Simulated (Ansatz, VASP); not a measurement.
Sb3Se: VASP beside Ansatz

```
Sb Se
1.0
     4.75097    0.00000    0.00000
     0.00000    4.75097    0.00000
     0.00000    0.00000    4.75097
Sb Se
3 1
Direct
  0.00000 0.50000 0.50000
  0.50000 0.00000 0.50000
  0.50000 0.50000 0.00000
  0.00000 0.00000 0.00000
```

Alike in both runs: task single point; functional PBE; k mesh 4 × 4 × 4; occupations gaussian, width 0.1 eV; no spin polarisation.

|  | VASP | Ansatz |
| --- | --- | --- |
| version | VASP 6.6.1 | Ansatz 0.2.0 |
| potentials or method | VASP PAW PBE potentials, release 64 (Sb, Se), cutoff 520 eV | scalar-relativistic, plane waves, PAW |
| valence electrons in the cell | 21 | 61 |

|  | VASP | Ansatz | Ansatz less VASP |
| --- | --- | --- | --- |
| gap on the k mesh at the Fermi level (eV) | none | none | - |
| pressure (GPa) | -2.3 | -2.2 | +0.14 |

A gap of «none» marks a metal or a gap that the smearing closes. VASP's potentials hold 21 valence electrons a cell and Ansatz's 61, so a difference there can come from the potentials and not from the codes.

Spin-orbit coupling is off throughout.
